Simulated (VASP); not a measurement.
# CdSe (F-43m) in VASP: further runs, part 3 of 3

VASP 6.6.1.

### Step 6. Single point, LDA

This run uses another cell than the first one, of 26.27 Å³/atom, 1.029 times its volume.

The input, INCAR:

```
SYSTEM = CdSe
  PREC = Accurate
  ENCUT = 520
  EDIFF = 1E-6
  ISMEAR = 0
  SIGMA = 0.01
  LREAL = .FALSE.
  LASPH = .TRUE.
  NELM = 60
  ALGO = Normal
  ISIF = 2
  LWAVE = .FALSE.
  LCHARG = .FALSE.
  GGA = CA
  NBANDS = 16
```

The input, KPOINTS:

```
Automatic mesh
0
G
  6 6 6
  0 0 0
```

The input, POSCAR:

```
CdSe
1.0
    2.9728100947      2.9728100947      0.0000000000
   -2.9728100947      2.9728100947      0.0000000000
    0.0000000000      2.9728100947      2.9728100947
Cd Se
1 1
Direct
    0.0000000000      0.0000000000      0.0000000000
    0.7500000000      0.2500000000      0.5000000000
```

Potentials or basis: VASP PAW LDA potentials, release 64 (Cd, Se).

On the command line:

```bash
> cat potpaw_LDA.64/Cd/POTCAR potpaw_LDA.64/Se/POTCAR > POTCAR
> mpirun -np 1 vasp_std > vasp.out
```

OUTCAR:

```text
SYSTEM = CdSe
   PREC = Accurate
   ENCUT = 520
   EDIFF = 1E-6
   ISMEAR = 0
   LREAL = .FALSE.
   LASPH = .TRUE.
   NELM = 60
   ISIF = 2
   GGA = CA

 ion  position               nearest neighbor table
   1  0.000  0.000  0.000-   2 2.57   2 2.57   2 2.57   2 2.57
   2  0.750  0.250  0.500-   1 2.57   1 2.57   1 2.57   1 2.57

  LATTYP: Found a face centered cubic cell.
 ALAT       =     5.9456201894

  Lattice vectors:

 A1 = (   0.0000000000,   2.9728100947,   2.9728100947)
 A2 = (   2.9728100947,   0.0000000000,   2.9728100947)
 A3 = (   2.9728100947,   2.9728100947,   0.0000000000)

Analysis of symmetry for initial positions (statically):
=====================================================================
 Subroutine PRICEL returns:
 Original cell was already a primitive cell.

 Routine SETGRP: Setting up the symmetry group for a
 face centered cubic supercell.

 Subroutine GETGRP returns: Found 24 space group operations
 (whereof 24 operations were pure point group operations)
 out of a pool of 48 trial point group operations.

The static configuration has the point symmetry T_d .

Analysis of symmetry for dynamics (positions and initial velocities):
=====================================================================
 Subroutine PRICEL returns:
 Original cell was already a primitive cell.

 Routine SETGRP: Setting up the symmetry group for a
 face centered cubic supercell.

 Subroutine GETGRP returns: Found 24 space group operations
 (whereof 24 operations were pure point group operations)
 out of a pool of 48 trial point group operations.

The dynamic configuration has the point symmetry T_d .

 Subroutine INISYM returns: Found 24 space group operations
 (whereof 24 operations are pure point group operations),
 and found     1 'primitive' translations

----------------------------------------------------------------------------------------

                                     Primitive cell

  volume of cell :      52.5450

  direct lattice vectors                    reciprocal lattice vectors
     2.972810095  2.972810095  0.000000000     0.168191033  0.168191033 -0.168191033
    -2.972810095  2.972810095  0.000000000    -0.168191033  0.168191033 -0.168191033
     0.000000000  2.972810095  2.972810095     0.000000000  0.000000000  0.336382066

  length of vectors
     4.204188354  4.204188354  4.204188354     0.291315414  0.291315414  0.336382066

  position of ions in fractional coordinates (direct lattice)
     0.000000000  0.000000000  0.000000000
     0.750000000  0.250000000  0.500000000

  ion indices of the primitive-cell ions
   primitive index   ion index
                 1           1
                 2           2

----------------------------------------------------------------------------------------

 KPOINTS: Automatic mesh

Automatic generation of k-mesh.
 Grid dimensions read from file:
 generate k-points for:    6    6    6

 Generating k-lattice:

  Cartesian coordinates                     Fractional coordinates (reciprocal lattice)
     0.028031839  0.028031839 -0.028031839     0.166666667  0.000000000  0.000000000
    -0.028031839  0.028031839 -0.028031839     0.000000000  0.166666667  0.000000000
     0.000000000  0.000000000  0.056063678     0.000000000  0.000000000  0.166666667

  Length of vectors
     0.048552569  0.048552569  0.056063678

  Shift w.r.t. Gamma in fractional coordinates (k-lattice)
     0.000000000  0.000000000  0.000000000

 Subroutine IBZKPT returns following result:
 ===========================================

 Found     16 irreducible k-points:

 Following reciprocal coordinates:
            Coordinates               Weight
  0.000000  0.000000  0.000000      1.000000
  0.166667  0.000000  0.000000      8.000000
  0.333333  0.000000  0.000000      8.000000
  0.500000  0.000000  0.000000      4.000000
  0.166667  0.166667  0.000000     12.000000
  0.333333  0.166667  0.000000     24.000000
[... 8 lines left out ...]
  0.500000  0.333333  0.166667     24.000000
  0.500000  0.500000  0.166667     12.000000
   k-points           NKPTS =     16   k-points in BZ     NKDIM =     16   number of bands    NBANDS=     16
   number of dos      NEDOS =    301   number of ions     NIONS =      2
   total plane-waves  NPLWV =  32768
   dimension x,y,z NGX =    32 NGY =   32 NGZ =   32
   dimension x,y,z NGXF=    64 NGYF=   64 NGZF=   64
   ions per type =               1   1
   NGX,Y,Z   is equivalent  to a cutoff of  12.65, 12.65, 12.65 a.u.
   NGXF,Y,Z  is equivalent  to a cutoff of  25.31, 25.31, 25.31 a.u.
 SYSTEM =  CdSe
   PREC   = accura    normal or accurate (medium, high low for compatibility)
   ISTART =      0    job   : 0-new  1-cont  2-samecut
   ICHARG =      2    charge: 1-file 2-atom 10-const
   ISPIN  =      1    spin polarized calculation?
   LNONCOLLINEAR =      F non collinear calculations
   LSORBIT =      F    spin-orbit coupling
   LASPH  =      T    aspherical Exc in radial PAW
   ENCUT  =  520.0 eV  38.22 Ry    6.18 a.u.   7.82  7.82  7.82*2*pi/ulx,y,z
   NELM   =     60;   NELMIN=  2; NELMDL= -5     # of ELM steps
   EDIFF  = 0.1E-05   stopping-criterion for ELM
   LREAL  =      F    real-space projection
[... 7 lines left out ...]
   TEBEG  =    0.0;   TEEND  =   0.0 temperature during run
   PSTRESS=    0.0 pullay stress
   NELECT =      18.0000    total number of electrons
   NUPDOWN=      -1.0000    fix difference up-down
   EMIN   =  10.00;   EMAX   =-10.00  energy-range for DOS
   EFERMI =   0.00;   METHOD = LEGACY
   ISMEAR =     0;   SIGMA  =   0.01  broadening in eV -4-tet -1-fermi 0-gaus
   EFERMI_NEDOS =   21; number of points for ismear=-14 and -15
   IALGO  =     38    algorithm
   IMIX   =      4    mixing-type and parameters
     AMIX     =   0.40;   BMIX     =  1.00
     AMIX_MAG =   1.60;   BMIX_MAG =  1.00
  volume/ion in A,a.u.               =      26.27       177.30
  Fermi-wavevector in a.u.,A,eV,Ry     =   1.145483  2.164648 17.852618  1.312130
  Thomas-Fermi vector in A             =   2.282171
   LORBIT       =      0    0 simple, 1 ext, 2 COOP (PROOUT), +10 PAW based schemes
   GGA     = CA    functional components
   LHFCALC =     F    Hartree Fock is set to
   AEXX    =    0.0000 exact exchange contribution
   IVDW    =     0    specifies the selected vdW correction
   LEPSILON=     F    determine dielectric tensor
   LRPA    =     F    only Hartree local field effects (RPA)
 non-spin polarized calculation
 Gauss-broadening in eV      SIGMA  =   0.01
  energy-cutoff  :      520.00
  volume of cell :       52.55
 maximum number of plane-waves:      1428
   NGX = 15   NGY = 15   NGZ = 15

 number of electron      18.0000001 magnetization

 Free energy of the ion-electron system (eV)
  ---------------------------------------------------
  ext. energy  EPLUGINS =         0.00000000
  ---------------------------------------------------
  free energy    TOTEN  =        -6.74082722 eV

  energy without entropy =       -6.74082722  energy(sigma->0) =       -6.74082722

 E-fermi :   1.4976     XC(G=0):  -9.5941

 val. band max:        1.4011932284   @ k =   0.0000   0.0000   0.0000
 cond. band min:       1.9001028714   @ k =   0.0000   0.0000   0.0000
 fundamental gap:      0.4989096430
 Fermi energy:         1.4976421957

 k-point     1 :       0.0000    0.0000    0.0000
  band No.  band energies     occupation
      1     -11.6559      2.00000
      2      -6.8208      2.00000
      3      -6.8208      2.00000
      4      -6.8208      2.00000
      5      -6.3629      2.00000
      6      -6.3629      2.00000
[... 8 lines left out ...]
     15      12.6481      0.00000
     16      12.6481      0.00000

 k-point     2 :       0.1667    0.0000    0.0000
  band No.  band energies     occupation
      1     -11.5466      2.00000
      2      -6.7859      2.00000
      3      -6.7859      2.00000
      4      -6.7289      2.00000
      5      -6.3644      2.00000
      6      -6.3644      2.00000
[... 8 lines left out ...]
     15      11.5282      0.00000
     16      11.8253      0.00000
[... 235 lines left out ...]
      5      -6.3521      2.00000
      6      -5.8486      2.00000
[... 8 lines left out ...]
     15      13.3903      0.00000
     16      14.6853      0.00000

 k-point    16 :       0.5000    0.5000    0.1667
  band No.  band energies     occupation
      1     -11.0722      2.00000
      2      -6.6070      2.00000
      3      -6.5666      2.00000
      4      -6.4437      2.00000
      5      -6.3308      2.00000
      6      -5.8161      2.00000
[... 8 lines left out ...]
     15      14.3490      0.00000
     16      14.6022      0.00000

------------------------ aborting loop because EDIFF is reached ----------------------------------------

  FORCE on cell =-STRESS in cart. coord.  units (eV):
  Direction    XX          YY          ZZ          XY          YZ          ZX
  --------------------------------------------------------------------------------------
  -------------------------------------------------------------------------------------
  Total        0.8280533      0.8280533      0.8280533     -0.0000000      0.0000000     -0.0000000
  in kB       25.2486058     25.2486058     25.2486058     -0.0000000      0.0000000     -0.0000000
  external PRESSURE =      25.2486058 kB  Pullay stress =       0.0000000 kB

 VOLUME and BASIS-vectors are now :
 -----------------------------------------------------------------------------
  energy-cutoff  :      520.00
  volume of cell :       52.55
      direct lattice vectors                 reciprocal lattice vectors
     2.972810095  2.972810095  0.000000000     0.168191033  0.168191033 -0.168191033
    -2.972810095  2.972810095  0.000000000    -0.168191033  0.168191033 -0.168191033
     0.000000000  2.972810095  2.972810095     0.000000000  0.000000000  0.336382066

 POSITION                                       TOTAL-FORCE (eV/Angst)
 -----------------------------------------------------------------------------------
      0.00000      0.00000      0.00000         0.000000     -0.000000      0.000000
      1.48641      4.45922      1.48641        -0.000000      0.000000     -0.000000
 -----------------------------------------------------------------------------------
    total drift:                                0.000001     -0.000000      0.000000

  FREE ENERGIE OF THE ION-ELECTRON SYSTEM (eV)
  ---------------------------------------------------
  free  energy   TOTEN  =        -6.7408272195 eV

  energy  without entropy=       -6.7408272195  energy(sigma->0) =       -6.74082722
```

stdout:

```text
POSCAR found type information on POSCAR CdSe
 POSCAR found :  2 types and       2 ions
 scaLAPACK will be used
 LDA part: xc-table for (Slater(with rela. corr.)+CA(PZ))
 , standard interpolation
 POSCAR, INCAR and KPOINTS ok, starting setup
 FFT: planning ... GRIDC
 FFT: planning ... GRID_SOFT
 FFT: planning ... GRID
 WAVECAR not read
 entering main loop
```

Run time: 6.3 s. Hardware: 1 thread of Intel Xeon 6975P-C, shared host; peak memory 0.16 GiB.

What came out:

- Free energy: -6.7408 eV
- Pressure: 2.5 GPa
- Band gap on the k mesh: 0.50 eV, direct

Levels at points of the mesh, in eV from the valence-band top:
```csv
k point,band 6,band 7,band 8,band 9,band 10,band 11,band 12,band 13
"(0.00, 0.00, 0.00)",-7.76,0.00,0.00,0.00,0.50,5.79,5.79,5.79
"(0.50, 0.00, 0.00)",-7.42,-4.90,-0.87,-0.87,2.27,6.32,6.32,7.37
"(0.50, 0.50, 0.00)",-7.35,-4.49,-2.14,-2.14,2.80,3.65,9.22,10.43
```

### Step 7. Summary

```tsv
cell	gap on the mesh (eV)	pressure (GPa)
a = 4.164 Å, angles 60.0, 60.0, 90.0°, 2 atoms	0.56	4.6
a = 4.114 Å, angles 60.0, 60.0, 90.0°, 2 atoms	0.63	7.8
a = 4.204 Å, angles 60.0, 60.0, 90.0°, 2 atoms	0.50	2.5
```

Alike in all rows: task single point; level LDA; potentials or basis VASP PAW LDA potentials, release 64 (Cd, Se); no spin polarisation; k mesh 6 × 6 × 6; cutoff (eV) 520; smearing gaussian 0.01 eV.

Total energies depend on the potentials used, so only differences within one code and one set of settings carry meaning.
